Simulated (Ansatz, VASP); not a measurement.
# Ti: VASP beside Ansatz

POSCAR

```
Ti
1.0
    2.9358559451      0.0000000000      0.0000000000
   -1.4679279726      2.5425258303      0.0000000000
    0.0000000000      0.0000000000      4.6416239676
Ti
2
Direct
    0.3333333333      0.6666666667      0.2500000000
    0.6666666667      0.3333333333      0.7500000000
```

The input INCAR.step1:

```
PREC     = Accurate       # precision mode
ENCUT    = 520            # plane-wave cutoff, eV
ISMEAR   = -1             # smearing method
SIGMA    = 0.1            # smearing width, eV
LREAL    = F              # projectors in reciprocal space
LASPH    = T              # aspherical terms in the spheres
NELM     = 100            # most SCF steps
NBANDS   = 19             # bands
GGA      = PE             # functional
ALGO     = Normal         # electronic algorithm
EDIFF    = 1E-4           # SCF threshold, eV
LWAVE    = T              # write WAVECAR
LCHARG   = F              # write CHGCAR
```

The input INCAR.step2:

```
PREC     = Accurate       # precision mode
ENCUT    = 520            # plane-wave cutoff, eV
EDIFF    = 1E-7           # SCF threshold, eV
ISMEAR   = -1             # smearing method
SIGMA    = 0.1            # smearing width, eV
LREAL    = F              # projectors in reciprocal space
LASPH    = T              # aspherical terms in the spheres
NELM     = 100            # most SCF steps
ALGO     = Normal         # electronic algorithm
ISIF     = 2              # what is computed and relaxed
LWAVE    = F              # write WAVECAR
LCHARG   = F              # write CHGCAR
METAGGA  = R2SCAN         # meta-GGA
LMIXTAU  = T            
NBANDS   = 19             # bands
ISTART   = 1
```

Contents of KPOINTS:

```
Automatic mesh
0
Gamma
  3 3 2
```

Input for Ansatz:

```yaml
crystal:
  lattice:
    - [2.9358559451, 0.0, 0.0]
    - [-1.4679279726, 2.5425258303, 0.0]
    - [0.0, 0.0, 4.6416239676]
  atoms:
    - { symbol: Ti, position: [0.3333333333, 0.6666666667, 0.25] }
    - { symbol: Ti, position: [0.6666666667, 0.3333333333, 0.75] }
hamiltonian:
  xc: r2scan
  pseudopotentials:
    kind: paw
    azcp:
      Ti: "pseudopotentials/Ti.paw.azcp"
basis:
  ecutwfc: 500
  fft_grid_basis: typed
kpoints:
  mp_grid: { grid: [3, 3, 2], shift: [0, 0, 0] }
magnetization:
  spin_polarized: false
scf:
  occupations: { method: fermi_dirac, width: 0.1 }
  lower_state_search: "off"
output:
  stress: true
  write_density: true
  write_potential: true
  elf: true
  volumetric_format: npy
```

Alike in both runs: task single point; functional r2SCAN; k mesh 3 × 3 × 2; occupations fermi-dirac, width 0.1 eV; no spin polarisation.

|  | VASP | Ansatz |
| --- | --- | --- |
| version | VASP 6.6.1 | Ansatz 0.2.0 |
| potentials or method | VASP PAW PBE potentials, release 64 (Ti_sv), cutoff 520 eV | plane waves (500 eV) with PAW, scalar-relativistic |
| valence electrons in the cell | 24 | 24 |

Ansatz gave:

* pressure (GPa): -1.4
* traceless stress, the component that is largest in VASP (GPa): -2.35

**Question.** Which values does VASP return?

**Answer.** Pressure (GPa): -1.0; traceless stress, the component that is largest in VASP (GPa): -2.38.

VASP's potentials were made for PBE, not for r2SCAN.

The k mesh is coarse, so the values compare programs but aren't converged.
